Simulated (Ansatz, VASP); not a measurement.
## HfN in VASP and in Ansatz

File INCAR:

```
SYSTEM = HfN
PREC = Accurate
ENCUT = 600
EDIFF = 1E-7
ISMEAR = 0
SIGMA = 0.1
LREAL = .False.
LASPH = .True.
NELM = 80
ALGO = Normal
ISIF = 3
LWAVE = .False.
LCHARG = .False.
GGA = PS
IBRION = 2
NSW = 65
EDIFFG = -0.01
```

KPOINTS

```
Automatic mesh
0
Gamma
  12 12 9
  0 0 0
```

The input POSCAR:

```
HfN
1.0
    3.1831777528      0.0000000000      0.0000000000
   -1.5915888764      2.7567127987      0.0000000000
    0.0000000000      0.0000000000      5.1975696271
Hf N
2 2
Direct
    0.0000000000      0.0000000000      0.0000000000
    0.0000000000      0.0000000000      0.5000000000
    0.3333333333      0.6666666667      0.2500000000
    0.6666666667      0.3333333333      0.7500000000
```

Input for Ansatz:

```yaml
crystal:
  lattice:
    - [3.1831777528, 0.0, 0.0]
    - [-1.5915888764, 2.7567127987, 0.0]
    - [0.0, 0.0, 5.1975696271]
  atoms:
    - { symbol: Hf, position: [0.0, 0.0, 0.0] }
    - { symbol: "N", position: [0.3333333333, 0.6666666667, 0.25] }
    - { symbol: Hf, position: [0.0, 0.0, 0.5] }
    - { symbol: "N", position: [0.6666666667, 0.3333333333, 0.75] }
basis:
  ecutwfc: 420
kpoints:
  mp_grid: { grid: [12, 12, 9] }
hamiltonian:
  xc: pbesol
scf:
  occupations: { method: gaussian, width: 0.1 }
output:
  forces: true
  stress: true
  eigenvalues: true
  populations: true
relax:
  adjacent_minimum: "off"
  f_tol: 0.01
  max_steps: 45
  cell: { stress_tol: 0.05 }
```

Alike in both runs: task relaxation of cell and atoms; functional PBEsol; k mesh 12 × 12 × 9; occupations gaussian, width 0.1 eV; no spin polarisation.

|  | VASP | Ansatz |
| --- | --- | --- |
| version | VASP 6.6.1 | Ansatz 0.2.0 |
| potentials or method | VASP PAW PBE potentials, release 64 (Hf_pv, N), cutoff 600 eV | scalar-relativistic, plane waves, PAW |
| valence electrons in the cell | 30 | 62 |

|  | VASP | Ansatz | Ansatz less VASP |
| --- | --- | --- | --- |
| gap on the k mesh at the Fermi level, each at its own relaxed structure (eV) | none | none | - |
| relaxed volume (Å³/atom) | 11.76 | 11.85 | +0.088 |

VASP's potentials were made for PBE, not for PBEsol. A gap of «none» marks a metal or a gap that the smearing closes. VASP's potentials hold 30 valence electrons a cell and Ansatz's 62, so a difference there can come from the potentials and not from the codes.

Spin-orbit coupling is off throughout.
